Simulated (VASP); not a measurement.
# Ta (Im-3m) in VASP: a series of runs, part 2 of 2

VASP 6.6.1.

### Step 3. Single point, r2SCAN (volume scaled by 0.94)

POSCAR reads:

```
Ta
1.0
   -1.6185570613      1.6185570613      1.6185570613
    1.6185570613     -1.6185570613      1.6185570613
    1.6185570613      1.6185570613     -1.6185570613
Ta
1
Direct
    0.0000000000      0.0000000000      0.0000000000
```

INCAR.step1 reads:

```
PREC = Accurate ; ENCUT = 520
ISMEAR = 0 ; SIGMA = 0.1
LREAL = F ; LASPH = T
NELM = 80 ; NBANDS = 12
GGA = PE ; ALGO = Normal
EDIFF = 1E-4 ; LWAVE = T
LCHARG = F
```

INCAR.step2 reads:

```
PREC = Accurate ; ENCUT = 520
EDIFF = 1E-6 ; ISMEAR = 0
SIGMA = 0.1 ; LREAL = F
LASPH = T ; NELM = 80
ALGO = Normal ; ISIF = 2
LWAVE = F ; LCHARG = F
METAGGA = R2SCAN ; LMIXTAU = T
NBANDS = 12 ; ISTART = 1
```

KPOINTS reads:

```
regular mesh
0
Gamma
  18 18 18
```

Potentials or basis: VASP PAW PBE potentials, release 64 (Ta_pv).

The run is started by

```bash
$ cat potpaw_PBE.64/Ta_pv/POTCAR > POTCAR
$ cp INCAR.step1 INCAR
$ mpirun -np 1 vasp_std > vasp.out
$ cp INCAR.step2 INCAR
$ mpirun -np 1 vasp_std > vasp.out
```

OUTCAR:

```text
PREC = Accurate
   ENCUT = 520
   EDIFF = 1E-6
   ISMEAR = 0
   LREAL = F
   LASPH = T
   NELM = 80
   ISIF = 2
   METAGGA = R2SCAN
   ISTART = 1

 ion  position               nearest neighbor table
   1  0.000  0.000  0.000-

  LATTYP: Found a body centered cubic cell.
 ALAT       =     3.2371141226

  Lattice vectors:

 A1 = (  -1.6185570613,   1.6185570613,   1.6185570613)
 A2 = (   1.6185570613,  -1.6185570613,   1.6185570613)
 A3 = (   1.6185570613,   1.6185570613,  -1.6185570613)

Analysis of symmetry for initial positions (statically):
=====================================================================
 Subroutine PRICEL returns:
 Original cell was already a primitive cell.

 Routine SETGRP: Setting up the symmetry group for a
 body centered cubic supercell.

 Subroutine GETGRP returns: Found 48 space group operations
 (whereof 48 operations were pure point group operations)
 out of a pool of 48 trial point group operations.

The static configuration has the point symmetry O_h .

Analysis of symmetry for dynamics (positions and initial velocities):
[... 157 lines left out ...]

 E-fermi :   5.8317     XC(G=0): -14.1242

 val. band max:        5.8310002418   @ k =  -0.2778   0.3889   0.1111
 cond. band min:       5.8449160238   @ k =   0.3333   0.0000   0.0000
 fundamental gap:      0.0139157820
 Fermi energy:         5.8316916604

 k-point     1 :       0.0000    0.0000    0.0000
  band No.  band energies     occupation
      1     -28.1448      2.00000
      2     -28.1448      2.00000
      3     -28.1448      2.00000
      4      -2.7337      2.00000
      5       6.6588      0.00000
      6       6.6588      0.00000
      7       6.6588      0.00000
      8      10.3653      0.00000
      9      10.3653      0.00000
     10      18.2248      0.00000
     11      21.8902      0.00000
     12      21.8902      0.00000
[... 331 lines left out ...]
 k-point    24 :       0.3889    0.1111    0.0000
  band No.  band energies     occupation
      1     -29.5522      2.00000
      2     -28.6622      2.00000
      3     -28.2229      2.00000
      4       1.4249      2.00000
      5       4.1964      2.00000
      6       6.5820      0.00000
      7      10.1012      0.00000
      8      11.5709      0.00000
      9      14.6274      0.00000
     10      18.2187      0.00000
     11      18.8949      0.00000
     12      19.9306      0.00000

 [... further k-points ...]
[... 5 lines left out ...]
  --------------------------------------------------------------------------------------
  -------------------------------------------------------------------------------------
  Total        1.5681081      1.5681081      1.5681081     -0.0000000     -0.0000000      0.0000000
  in kB      148.1298390    148.1298390    148.1298390     -0.0000000     -0.0000000      0.0000000
  external PRESSURE =     148.1298390 kB  Pullay stress =       0.0000000 kB

 VOLUME and BASIS-vectors are now :
 -----------------------------------------------------------------------------
  energy-cutoff  :      520.00
  volume of cell :       16.96
      direct lattice vectors                 reciprocal lattice vectors
    -1.618557061  1.618557061  1.618557061     0.000000000  0.308917129  0.308917129
     1.618557061 -1.618557061  1.618557061     0.308917129  0.000000000  0.308917129
     1.618557061  1.618557061 -1.618557061     0.308917129  0.308917129  0.000000000

 POSITION                                       TOTAL-FORCE (eV/Angst)
 -----------------------------------------------------------------------------------
      0.00000      0.00000      0.00000         0.000000      0.000000      0.000000
 -----------------------------------------------------------------------------------
    total drift:                               -0.000000      0.000000      0.000000

  FREE ENERGIE OF THE ION-ELECTRON SYSTEM (eV)
  ---------------------------------------------------
  free  energy   TOTEN  =       -48.5326900211 eV

  energy  without entropy=      -48.5272049526  energy(sigma->0) =      -48.52994749
```

OUTCAR.step1:

```text
PREC = Accurate
   ENCUT = 520
   ISMEAR = 0
   LREAL = F
   LASPH = T
[... 576 lines left out ...]

 POSITION                                       TOTAL-FORCE (eV/Angst)
 -----------------------------------------------------------------------------------
      0.00000      0.00000      0.00000         0.000000     -0.000000     -0.000000
 -----------------------------------------------------------------------------------
    total drift:                               -0.000000      0.000000      0.000000

  FREE ENERGIE OF THE ION-ELECTRON SYSTEM (eV)
  ---------------------------------------------------
  free  energy   TOTEN  =       -11.7499769035 eV

  energy  without entropy=      -11.7444750092  energy(sigma->0) =      -11.74722596
```

Wall time 82 s (1 thread of Intel Xeon Platinum 8259CL at 2.50GHz (Skylake/Cascade Lake), shared host); peak memory 0.17 GiB.

Results:

| Quantity | Value |
| --- | --- |
| Free energy | -48.5327 eV |
| Pressure | 14.8 GPa |

Levels at points of the mesh, in eV from the Fermi level:
| k point | band 2 | band 3 | band 4 | band 5 | band 6 | band 7 | band 8 | band 9 |
| --- | --- | --- | --- | --- | --- | --- | --- | --- |
| (0.00, 0.00, 0.00) | -33.98 | -33.98 | -8.57 | 0.83 | 0.83 | 0.83 | 4.53 | 4.53 |
| (0.50, 0.00, 0.00) | -34.45 | -33.99 | -4.86 | -1.77 | 1.78 | 4.45 | 5.59 | 8.69 |
| (0.50, 0.50, 0.50) | -35.00 | -35.00 | -4.35 | -4.35 | 7.62 | 7.62 | 7.62 | 9.61 |

Caveat: the PAW data sets were made with another functional, which shifts forces and pressure a little; spin-orbit coupling is left out, which moves the levels of the heavy elements.

### Step 4. Single point, r2SCAN (volume scaled by 0.97)

POSCAR reads:

```
Ta
1.0
   -1.6355957562      1.6355957562      1.6355957562
    1.6355957562     -1.6355957562      1.6355957562
    1.6355957562      1.6355957562     -1.6355957562
Ta
1
Direct
    0.0000000000      0.0000000000      0.0000000000
```

INCAR.step1 reads:

```
PREC     = Accurate       # precision mode
ENCUT    = 520            # plane-wave cutoff, eV
ISMEAR   = 0              # smearing method
SIGMA    = 0.1            # smearing width, eV
LREAL    = False          # projectors in reciprocal space
LASPH    = True           # aspherical terms in the spheres
NELM     = 60             # most SCF steps
NBANDS   = 12             # bands
GGA      = PE             # functional
ALGO     = Normal         # electronic algorithm
EDIFF    = 1E-4           # SCF threshold, eV
LWAVE    = True           # write WAVECAR
LCHARG   = False          # write CHGCAR
```

INCAR.step2 reads:

```
PREC     = Accurate       # precision mode
ENCUT    = 520            # plane-wave cutoff, eV
EDIFF    = 1E-6           # SCF threshold, eV
ISMEAR   = 0              # smearing method
SIGMA    = 0.1            # smearing width, eV
LREAL    = False          # projectors in reciprocal space
LASPH    = True           # aspherical terms in the spheres
NELM     = 60             # most SCF steps
ALGO     = Normal         # electronic algorithm
ISIF     = 2              # what is computed and relaxed
LWAVE    = False          # write WAVECAR
LCHARG   = True           # write CHGCAR
METAGGA  = R2SCAN         # meta-GGA
LMIXTAU  = True         
LELF     = True           # ELF
LVHAR    = True         
NBANDS   = 12             # bands
ISTART   = 1
```

KPOINTS is that of step 3.

The run is started by

```bash
$ cat potpaw_PBE.64/Ta_pv/POTCAR > POTCAR
$ cp INCAR.step1 INCAR
$ mpirun -np 1 vasp_std > vasp.out
$ cp INCAR.step2 INCAR
$ mpirun -np 1 vasp_std > vasp.out
```

Run time: 92 s. Hardware: 1 thread of Intel Xeon Platinum 8259CL at 2.50GHz (Skylake/Cascade Lake), shared host; peak memory 0.17 GiB.

The run converged. Its results:

- Free energy: -48.5698 eV
- Pressure: 7.3 GPa

Levels at points of the mesh, in eV from the Fermi level:
| k point | band 2 | band 3 | band 4 | band 5 | band 6 | band 7 | band 8 | band 9 |
| --- | --- | --- | --- | --- | --- | --- | --- | --- |
| (0.00, 0.00, 0.00) | -34.11 | -34.11 | -8.45 | 0.83 | 0.83 | 0.83 | 4.43 | 4.43 |
| (0.50, 0.00, 0.00) | -34.54 | -34.12 | -4.70 | -1.66 | 1.61 | 4.32 | 5.42 | 8.37 |
| (0.50, 0.50, 0.50) | -35.04 | -35.04 | -4.14 | -4.14 | 7.35 | 7.35 | 7.35 | 9.29 |

Caveat: the PAW data sets were made with another functional, which shifts forces and pressure a little; spin-orbit coupling is left out, which moves the levels of the heavy elements.

### Step 5. Single point, r2SCAN

POSCAR reads:

```
Ta
1.0
   -1.6522866616      1.6522866616      1.6522866616
    1.6522866616     -1.6522866616      1.6522866616
    1.6522866616      1.6522866616     -1.6522866616
Ta
1
Direct
    0.0000000000      0.0000000000      0.0000000000
```

INCAR.step1 reads:

```
PREC     = Accurate       # precision mode
ENCUT    = 520            # plane-wave cutoff, eV
ISMEAR   = 0              # smearing method
SIGMA    = 0.1            # smearing width, eV
LREAL    = F              # projectors in reciprocal space
LASPH    = T              # aspherical terms in the spheres
NELM     = 100            # most SCF steps
NBANDS   = 12             # bands
GGA      = PE             # functional
ALGO     = Normal         # electronic algorithm
EDIFF    = 1E-4           # SCF threshold, eV
LWAVE    = T              # write WAVECAR
LCHARG   = F              # write CHGCAR
```

INCAR.step2 reads:

```
PREC     = Accurate       # precision mode
ENCUT    = 520            # plane-wave cutoff, eV
EDIFF    = 1E-6           # SCF threshold, eV
ISMEAR   = 0              # smearing method
SIGMA    = 0.1            # smearing width, eV
LREAL    = F              # projectors in reciprocal space
LASPH    = T              # aspherical terms in the spheres
NELM     = 100            # most SCF steps
ALGO     = Normal         # electronic algorithm
ISIF     = 2              # what is computed and relaxed
LWAVE    = F              # write WAVECAR
LCHARG   = T              # write CHGCAR
METAGGA  = R2SCAN         # meta-GGA
LMIXTAU  = T            
LELF     = T              # ELF
LVHAR    = T            
NBANDS   = 12             # bands
ISTART   = 1
```

KPOINTS reads:

```
Automatic mesh
0
Gamma
  18 18 18
```

The run is started by

```bash
$ cat potpaw_PBE.64/Ta_pv/POTCAR > POTCAR
$ cp INCAR.step1 INCAR
$ mpirun -np 1 vasp_std > vasp.out
$ cp INCAR.step2 INCAR
$ mpirun -np 1 vasp_std > vasp.out
```

Wall time 2.5 min (1 thread of Intel Xeon Platinum 8259CL at 2.50GHz (Skylake/Cascade Lake), shared host); peak memory 0.17 GiB.

The run converged. Its results:

```
Free energy : -48.5830 eV
Pressure    : 0.6 GPa
```

Levels at points of the mesh, in eV from the Fermi level:
```csv
k point,band 3,band 4,band 5,band 6,band 7,band 8,band 9,band 10
"(0.00, 0.00, 0.00)",-34.23,-8.32,0.84,0.84,0.84,4.32,4.32,12.10
"(0.50, 0.00, 0.00)",-34.24,-4.55,-1.56,1.46,4.20,5.26,8.07,12.07
"(0.50, 0.50, 0.50)",-35.08,-3.93,-3.93,7.10,7.10,7.10,9.00,9.00
```

Caveat: the PAW data sets were made with another functional, which shifts forces and pressure a little; spin-orbit coupling is left out, which moves the levels of the heavy elements.

### Step 6. Single point, r2SCAN

POSCAR is that of step 5.

INCAR.step1 reads:

```
SYSTEM = Ta
  ALGO = Normal
  EDIFF = 1E-4
  ENCUT = 520
  GGA = PE
  ISMEAR = 0
  LASPH = .TRUE.
  LCHARG = .FALSE.
  LREAL = .FALSE.
  LWAVE = .TRUE.
  NBANDS = 12
  NELM = 60
  PREC = Accurate
  SIGMA = 0.1
```

INCAR.step2 reads:

```
SYSTEM = Ta
  ALGO = Normal
  EDIFF = 1E-6
  ENCUT = 520
  ISIF = 2
  ISMEAR = 0
  ISTART = 1
  LASPH = .TRUE.
  LCHARG = .FALSE.
  LMIXTAU = .TRUE.
  LREAL = .FALSE.
  LWAVE = .FALSE.
  METAGGA = R2SCAN
  NBANDS = 12
  NELM = 60
  PREC = Accurate
  SIGMA = 0.1
```

KPOINTS reads:

```
k-points
0
G
  18 18 18
  0 0 0
```

Potentials or basis: VASP PAW PBE potentials, release 64 (Ta_pv).

The run is started by

```bash
$ cat potpaw_PBE.64/Ta_pv/POTCAR > POTCAR
$ cp INCAR.step1 INCAR
$ mpirun -np 1 vasp_std > vasp.out
$ cp INCAR.step2 INCAR
$ mpirun -np 1 vasp_std > vasp.out
```

OUTCAR:

```text
SYSTEM = Ta
   EDIFF = 1E-6
   ENCUT = 520
   ISIF = 2
   ISMEAR = 0
   ISTART = 1
   LASPH = .TRUE.
   LREAL = .FALSE.
   METAGGA = R2SCAN
   NELM = 60
   PREC = Accurate

 ion  position               nearest neighbor table
   1  0.000  0.000  0.000-

  LATTYP: Found a body centered cubic cell.
 ALAT       =     3.3045733232

  Lattice vectors:

 A1 = (  -1.6522866616,   1.6522866616,   1.6522866616)
 A2 = (   1.6522866616,  -1.6522866616,   1.6522866616)
 A3 = (   1.6522866616,   1.6522866616,  -1.6522866616)

Analysis of symmetry for initial positions (statically):
=====================================================================
 Subroutine PRICEL returns:
 Original cell was already a primitive cell.

 Routine SETGRP: Setting up the symmetry group for a
 body centered cubic supercell.

 Subroutine GETGRP returns: Found 48 space group operations
 (whereof 48 operations were pure point group operations)
 out of a pool of 48 trial point group operations.

The static configuration has the point symmetry O_h .

Analysis of symmetry for dynamics (positions and initial velocities):
=====================================================================
[... 162 lines left out ...]
 Fermi energy:         5.3113040379

 k-point     1 :       0.0000    0.0000    0.0000
  band No.  band energies     occupation
      1     -28.9182      2.00000
      2     -28.9182      2.00000
      3     -28.9182      2.00000
      4      -3.0120      2.00000
      5       6.1524      0.00000
      6       6.1524      0.00000
      7       6.1524      0.00000
      8       9.6355      0.00000
      9       9.6355      0.00000
     10      17.4154      0.00000
     11      21.0796      0.00000
     12      21.0796      0.00000
[... 331 lines left out ...]
 k-point    24 :       0.3889    0.1111   -0.0000
  band No.  band energies     occupation
      1     -30.0705      2.00000
      2     -29.3450      2.00000
      3     -28.9800      2.00000
      4       1.1628      2.00000
      5       3.8651      2.00000
      6       5.8701      0.00000
      7       9.3484      0.00000
      8      10.6934      0.00000
      9      13.4892      0.00000
     10      17.3337      0.00000
     11      17.5216      0.00000
     12      18.9320      0.00000

 [... further k-points ...]
[... 5 lines left out ...]
  --------------------------------------------------------------------------------------
  -------------------------------------------------------------------------------------
  Total        0.0728114      0.0728114      0.0728114     -0.0000000     -0.0000000     -0.0000000
  in kB        6.4653732      6.4653732      6.4653732     -0.0000000     -0.0000000     -0.0000000
  external PRESSURE =       6.4653732 kB  Pullay stress =       0.0000000 kB

 VOLUME and BASIS-vectors are now :
 -----------------------------------------------------------------------------
  energy-cutoff  :      520.00
  volume of cell :       18.04
      direct lattice vectors                 reciprocal lattice vectors
    -1.652286662  1.652286662  1.652286662     0.000000000  0.302610928  0.302610928
     1.652286662 -1.652286662  1.652286662     0.302610928  0.000000000  0.302610928
     1.652286662  1.652286662 -1.652286662     0.302610928  0.302610928  0.000000000

 POSITION                                       TOTAL-FORCE (eV/Angst)
 -----------------------------------------------------------------------------------
      0.00000      0.00000      0.00000         0.000000     -0.000000     -0.000000
 -----------------------------------------------------------------------------------
    total drift:                                0.000000      0.000000      0.000000

  FREE ENERGIE OF THE ION-ELECTRON SYSTEM (eV)
  ---------------------------------------------------
  free  energy   TOTEN  =       -48.5829613667 eV

  energy  without entropy=      -48.5774412183  energy(sigma->0) =      -48.58020129
```

Wall time 3.3 min (1 thread of Intel Xeon Platinum 8259CL at 2.50GHz (Skylake/Cascade Lake), shared host); peak memory 0.17 GiB.

What came out:

```yaml
Free_energy: -48.5830 eV
Pressure: 0.6 GPa
```

Caveat: the PAW data sets were made with another functional, which shifts forces and pressure a little; spin-orbit coupling is left out, which moves the levels of the heavy elements.

### Step 7. Summary

```csv
cell,k mesh,gap on the mesh (eV),pressure (GPa)
"a = 2.860 Å, angles 109.5°, 1 atom",8 × 8 × 8,none,-1.4
"a = 2.803 Å, angles 109.5°, 1 atom",18 × 18 × 18,none,14.8
"a = 2.833 Å, angles 109.5°, 1 atom",18 × 18 × 18,none,7.3
"a = 2.862 Å, angles 109.5°, 1 atom",18 × 18 × 18,none,0.6
```

Alike in all rows: task single point; level r2SCAN; potentials or basis VASP PAW PBE potentials, release 64 (Ta_pv); no spin polarisation; cutoff (eV) 520; smearing gaussian 0.1 eV.

Caveats: the PAW data sets were made with another functional, which shifts forces and pressure a little; spin-orbit coupling is left out, which moves the levels of the heavy elements.

Absolute energies hang on the potentials; compare differences alone.
